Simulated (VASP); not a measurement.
**FeO: single point with PBEsol**

The system is FeO.

```
Fe O
1.0
     1.51568    0.87508    2.47631
    -1.51568    0.87508    2.47631
     0.00000   -1.75015    2.47631
Fe O
1 1
Direct
  0.00000 0.00000 0.00000
  0.50000 0.50000 0.50000
```

This cell differs from its parent crystal: volume scaled by 1.03, then relaxed in part.

| Quantity | Value |
| --- | --- |
| Program | VASP 6.6.1 |
| Task | single point |
| Functional | PBEsol |
| Potentials or basis | VASP PAW PBE potentials, release 64 (Fe, O) |
| Cutoff | 520 eV |
| k mesh | 18 × 18 × 18 |
| Occupations | gaussian, width 0.1 eV |
| Spin | collinear spin, ferromagnetic start |
| Starting moments | [3.76, 0.37] μB |
| Dipole correction | no |
| Further INCAR settings | ALGO = Normal; EDIFF = 1e-07; NBANDS = 18 |

```json
{
  "Pressure": "-5.5 GPa",
  "Band gap on the k mesh": "zero (filled and empty bands overlap)",
  "Net moment": "4.00 μB per cell",
  "Site moments": "Fe +3.61; O +0.31 μB",
  "Valence electrons inside the program's atomic spheres": "Fe 6.77; O 4.97"
}
```

Levels at points of the mesh, in eV from the Fermi level:
Spin up:
```csv
k point,band 6,band 7,band 8,band 9,band 10,band 11,band 12,band 13
"(0.00, 0.00, 0.00)",-3.89,-3.89,-3.67,-3.67,0.08,15.29,16.99,17.00
"(0.50, 0.00, 0.00)",-3.04,-2.47,-0.27,-0.26,3.96,8.54,12.49,12.50
"(0.50, 0.50, 0.00)",-3.26,-2.76,-2.76,-2.73,5.28,8.72,10.69,14.75
"(0.50, 0.50, 0.50)",-3.04,-2.47,-0.27,-0.27,3.97,8.53,12.51,12.51
```
Spin down:
| k point | band 3 | band 4 | band 5 | band 6 | band 7 | band 8 |
| --- | --- | --- | --- | --- | --- | --- |
| (0.00, 0.00, 0.00) | -3.29 | -3.29 | -0.77 | -0.76 | -0.76 | 0.11 |
| (0.50, 0.00, 0.00) | -5.27 | -5.27 | 0.41 | 0.42 | 0.63 | 2.81 |
| (0.50, 0.50, 0.00) | -4.50 | -4.50 | -2.21 | 0.67 | 0.78 | 0.78 |
| (0.50, 0.50, 0.50) | -5.27 | -5.27 | 0.41 | 0.41 | 0.63 | 2.81 |

Wall time 13 min on 1 thread of AMD EPYC 7R13, on a shared host, peak memory 0.38 GiB.

Caveat: the PAW data sets were made with another functional, which shifts forces and pressure a little; a cell with one magnetic atom can't hold antiferromagnetic order, which such compounds often take; semilocal functionals often make such compounds metallic where correlation or magnetic order opens a gap, which also shifts bond lengths.
